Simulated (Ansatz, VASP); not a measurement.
**One calculation of BaTiO3, two programs**

```xyz
5
Lattice="4.1050 0.0000 0.0000 0.0000 4.1050 0.0000 0.0000 0.0000 4.3265" Properties=species:S:1:pos:R:3 pbc="T T T"
Ba    2.0525    2.0525    2.6169
Ti    0.0000    0.0000    0.4956
O     0.0000    2.0525    0.2484
O     2.0525    0.0000    0.2484
O     0.0000    0.0000    2.2748
```

Change from the starting cell: equal strain along all axes, cell held, atoms relaxed: +3.0 %.

Alike in both runs: functional PBE; k mesh 8 × 8 × 6; occupations gaussian, width 0.02 eV; no spin polarisation.

Ansatz relaxed the structure, and its values are those at the end. VASP's run is a single point on that final structure, the one shown.

|  | VASP | Ansatz |
| --- | --- | --- |
| version | VASP 6.6.1 | Ansatz 0.2.0 |
| potentials or method | VASP PAW PBE potentials, release 64 (Ba_sv, Ti_sv, O), cutoff 520 eV | scalar-relativistic, plane waves, PAW |
| valence electrons in the cell | 40 | 40 |

```csv
,VASP,Ansatz,Ansatz less VASP
gap on the k mesh at the Fermi level (eV),1.70,1.75,+0.049
least direct gap on the mesh (eV),2.27,2.31,+0.037
pressure (GPa),-7.6,-8.7,-1.17
rms of the force components (eV/Å),0.047,0.003,-0.0433
```

Ansatz's warnings: stress scf threshold loose.

Neither program's run includes spin-orbit coupling.
